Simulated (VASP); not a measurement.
Runs of VASP 6.6.1 on Ta. The structure is that of space group Pm-3m (No. 221), or close to it. The cells are those of the table. 

| task | cell | k mesh | cutoff (eV) | gap on the mesh (eV) | pressure (GPa) |
| --- | --- | --- | --- | --- | --- |
| single point | a = 2.723 Å, 1 atom | 13 × 13 × 13 | 520 | none | 6.1 |
| single point | a = 2.832 Å, 1 atom | 13 × 13 × 13 | 520 | none | (a) |
| single point | a = 2.760 Å, 1 atom | 19 × 19 × 19 | 520 | none | 0.5 |
| single point | a = 2.645 Å, 1 atom | 13 × 13 × 13 | 520 | none | 22.6 |
| single point | a = 2.760 Å, 1 atom | 12 × 12 × 12 | 520 | none | 0.0 |
| single point | a = 2.685 Å, 1 atom | 13 × 13 × 13 | 520 | none | 13.5 |
| relaxation of cell and atoms | relaxed from a = 2.692 Å, 1 atom | 12 × 12 × 12 | 600 | none | 0.0 |
| single point | a = 2.797 Å, 1 atom | 13 × 13 × 13 | 520 | none | (b) |

Alike in all rows: level RPBE; potentials or basis VASP PAW PBE potentials, release 64 (Ta_pv); no spin polarisation; smearing fermi-dirac 0.1 eV.

Estimate the missing entries.

(a) -9.0; (b) -4.9.

Caveats: the PAW data sets were made with another functional, which shifts forces and pressure a little; spin-orbit coupling is left out, which moves the levels of the heavy elements.

A k mesh can miss the band edges, and the runs leave out spin-orbit coupling on Ta.

A gap of «none» marks levels without a gap at the run's occupations.
